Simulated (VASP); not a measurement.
Wanted: the native input for a VASP 6.6.1 run.

- Task: relaxation of cell and atoms
- Functional: PBEsol
- Potentials or basis: VASP PAW PBE potentials, release 64 (Ga_d, N)
- Cutoff: 600 eV
- k mesh: 14 × 14 × 8
- Occupations: fermi-dirac, width 0.08 eV
- Spin: no spin polarisation
- Dipole correction: no
- Further INCAR settings: ALGO = Normal; EDIFF = 1e-07; IBRION = 2; EDIFFG = -0.002; NSW = 100; ISIF = 3

The structure of GaN lies in POSCAR:

```
GaN
1.0
    3.1800000000      0.0000000000      0.0000000000
   -1.5900000000      2.7539607840      0.0000000000
    0.0000000000      0.0000000000      5.1660000000
Ga N
2 2
Direct
    0.3333333333      0.6666666667      0.0000000000
    0.6666666667      0.3333333333      0.5000000000
    0.3333333333      0.6666666667      0.3750000000
    0.6666666667      0.3333333333      0.8750000000
```

One way to write it, as run:

INCAR

```
SYSTEM = GaN
  PREC = Accurate
  ENCUT = 600
  EDIFF = 1E-7
  ISMEAR = -1
  SIGMA = 0.08
  LREAL = .False.
  LASPH = .True.
  NELM = 80
  ALGO = Normal
  ISIF = 3
  LWAVE = .False.
  LCHARG = .False.
  GGA = PS
  IBRION = 2
  NSW = 100
  EDIFFG = -0.002
```

KPOINTS

```
Automatic mesh
0
Gamma
  14 14 8
  0 0 0
```

Potentials or basis: VASP PAW PBE potentials, release 64 (Ga_d, N).

Run with:

```bash
$ cat potpaw_PBE.64/Ga_d/POTCAR potpaw_PBE.64/N/POTCAR > POTCAR
$ mpirun -np 1 vasp_std > vasp.out
```

Results of the run:

- Relaxed volume: 11.35 Å³/atom
- Relaxed cell: a = 3.180 Å, b = 3.180 Å, c = 5.183 Å, α = 90.00°, β = 90.00°, γ = 120.00°
- Space group after relaxing (to 0.05 Å): P6_3mc (No. 186)
- Energy gained by relaxing: 0.5 meV/atom
- Ionic steps: 8
- Pressure after relaxing: 0.0 GPa
- Band gap on the k mesh: 1.91 eV, direct

Caveat: the PAW data sets were made with another functional, which shifts forces and pressure a little.

Wall time 13 min on 1 thread of Oxide Virtual Turin-like Processor, with other jobs on the host, peak memory 0.25 GiB.
